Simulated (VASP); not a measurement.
Crystal: HfO2.

```
Hf O
1.0
     0.00000    2.52350    2.52350
     2.52350    0.00000    2.52350
     2.52350    2.52350    0.00000
Hf O
1 2
Cartesian
  0.0000 0.0000 0.0000
  1.2617 1.2617 1.2617
  3.7852 3.7852 3.7852
```

| Property | Result |
| --- | --- |
| Program | VASP 6.6.1 |
| Task | relaxation of cell and atoms |
| Functional | PBEsol |
| Potentials or basis | VASP PAW PBE potentials, release 64 (Hf_pv, O) |
| Cutoff | 600 eV |
| k mesh | 8 × 8 × 8 |
| Occupations | gaussian, width 0.02 eV |
| Spin | no spin polarisation |

At the start: pressure -4.4 GPa; volume 10.71 Å³/atom.

Question: How do energy, volume and symmetry change on relaxing?

Answer: Over 3 steps the energy falls by 2.5 meV/atom and the volume is 10.54 Å³/atom (-1.7 %); space group Fm-3m (No. 225, to 0.05 Å).

Step by step:
| step | energy change (eV) | largest force (eV/Å) | pressure (GPa) | volume (Å³) |
| --- | --- | --- | --- | --- |
| 1 | 0.0000 | 0.0000 | -4.42 | 32.14 |
| 2 | 0.0112 | 0.0000 | 7.54 | 30.78 |
| 3 | -0.0075 | 0.0000 | -0.03 | 31.61 |

Final structure:
```xyz
3
Lattice="0.0000 2.5094 2.5094 2.5094 0.0000 2.5094 2.5094 2.5094 0.0000" Properties=species:S:1:pos:R:3 pbc="T T T"
Hf    0.0000    0.0000    0.0000
O     1.2547    1.2547    1.2547
O     3.7642    3.7642    3.7642
```

Caveat: the PAW data sets were made with another functional, which shifts forces and pressure a little.
